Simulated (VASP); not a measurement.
# HgF3: single point with PBE

Crystal: HgF3.

```
Hg F
1.0
     4.04914    0.00000    0.00000
     2.02457    3.50665    0.00000
     2.02457    1.16888    3.30611
Hg F
1 3
Direct
  0.00000 0.00000 0.00000
  0.50000 0.50000 0.50000
  0.75000 0.75000 0.75000
  0.25000 0.25000 0.25000
```

```json
{
 "Program": "VASP 6.6.1",
 "Task": "single point",
 "Functional": "PBE",
 "Potentials or basis": "VASP PAW PBE potentials, release 64 (Hg, F)",
 "Cutoff": "520 eV",
 "k mesh": "8 × 8 × 8",
 "Occupations": "gaussian, width 0.02 eV",
 "Spin": "no spin polarisation",
 "Dipole correction": "no",
 "Further INCAR settings": "ALGO = Normal; EDIFF = 1e-06; NBANDS = 24"
}
```

```yaml
Pressure: 1.4 GPa
Band_gap_on_the_k_mesh: zero (an odd number of electrons rules out a gap without spin polarisation)
```

Levels at points of the mesh, in eV from the Fermi level:
| k point | band 15 | band 16 | band 17 | band 18 | band 19 | band 20 |
| --- | --- | --- | --- | --- | --- | --- |
| (0.00, 0.00, 0.00) | -0.55 | -0.55 | -0.55 | 1.32 | 12.71 | 12.71 |
| (0.50, 0.00, 0.00) | -0.27 | 0.14 | 0.14 | 4.33 | 9.85 | 12.28 |
| (0.50, 0.50, 0.00) | -0.59 | -0.14 | -0.14 | 4.37 | 9.99 | 13.18 |

Run time: 79 s on 1 thread of AMD EPYC 7R13 (shared host), peak memory 0.16 GiB.

Caveat: spin-orbit coupling is left out, which moves the levels of the heavy elements; an odd number of electrons without spin polarisation forces a metal; a magnetic or distorted state may lie lower.
